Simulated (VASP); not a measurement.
Input of a VASP 6.6.1 run:

File INCAR:

```
PREC     = Accurate       # precision mode
ENCUT    = 600            # plane-wave cutoff, eV
EDIFF    = 1E-7           # SCF threshold, eV
ISMEAR   = 0              # smearing method
SIGMA    = 0.1            # smearing width, eV
LREAL    = False          # projectors in reciprocal space
LASPH    = True           # aspherical terms in the spheres
NELM     = 200            # most SCF steps
ALGO     = Normal         # electronic algorithm
ISIF     = 3              # what is computed and relaxed
LWAVE    = False          # write WAVECAR
LCHARG   = False          # write CHGCAR
GGA      = PE             # functional
IBRION   = 2              # ionic algorithm
NSW      = 100            # ionic steps
EDIFFG   = -0.01          # ionic threshold
GGA_COMPAT= False        
NELMIN   = 4            
LMAXMIX  = 6              # l up to which the mixer works
```

File KPOINTS:

```
regular mesh
0
Gamma
  12 12 8
```

Contents of POSCAR:

```
TbBe2H2
1.0
    3.7107505349      0.0000000000      0.0000000000
   -1.8553752674      3.2136042303      0.0000000000
    0.0000000000      0.0000000000      4.8970848480
Tb Be H
1 2 2
Direct
    0.0000000000      0.0000000000      0.5000000000
    0.3333333333      0.6666666667      0.0000000000
    0.6666666667      0.3333333333      0.0000000000
    0.0000000000      0.0000000000      0.0867028363
    0.0000000000      0.0000000000      0.9132971637
```

Potentials or basis: VASP PAW PBE potentials, release 64 (Tb_3, Be, H), 4f in core.

The run is started by

```bash
$ cat potpaw_PBE.64/Tb_3/POTCAR potpaw_PBE.64/Be/POTCAR potpaw_PBE.64/H/POTCAR > POTCAR
$ mpirun -np 1 vasp_std > vasp.out
```

Question: Estimate the space group after relaxing (to 0.1 Å).

Answer: P6/mmm (No. 191).

Question: Estimate the relaxed volume.

Answer: 11.82 Å³/atom.

Question: Predict the relaxed cell.

Answer: a = 3.732 Å, b = 3.732 Å, c = 4.900 Å, α = 90.00°, β = 90.00°, γ = 120.00°.

Question: Estimate the band gap on the k mesh.

Answer: Zero (an odd number of electrons rules out a gap without spin polarisation).

Step by step:
| step | energy change (eV) | largest force (eV/Å) | pressure (GPa) | volume (Å³) |
| --- | --- | --- | --- | --- |
| 1 | 0.0000 | 0.1162 | 0.68 | 58.40 |
| 2 | -0.0018 | 0.0314 | 0.20 | 58.82 |
| 3 | -0.0018 | 0.0461 | 0.15 | 58.86 |
| 4 | -0.0021 | 0.0218 | 0.04 | 59.00 |
| 5 | -0.0022 | 0.0111 | -0.10 | 59.19 |
| 6 | -0.0022 | 0.0018 | -0.07 | 59.14 |
| 7 | -0.0022 | 0.0012 | -0.05 | 59.12 |
| 8 | -0.0022 | 0.0002 | -0.05 | 59.13 |
| 9 | -0.0022 | 0.0003 | -0.01 | 59.11 |

Caveat: spin-orbit coupling is left out, which moves the levels of the heavy elements; the 4f electrons are frozen in the core, so they carry no moment and show no levels. Spin polarisation is off, so any magnetic state and its effect on volume and gap are missing.
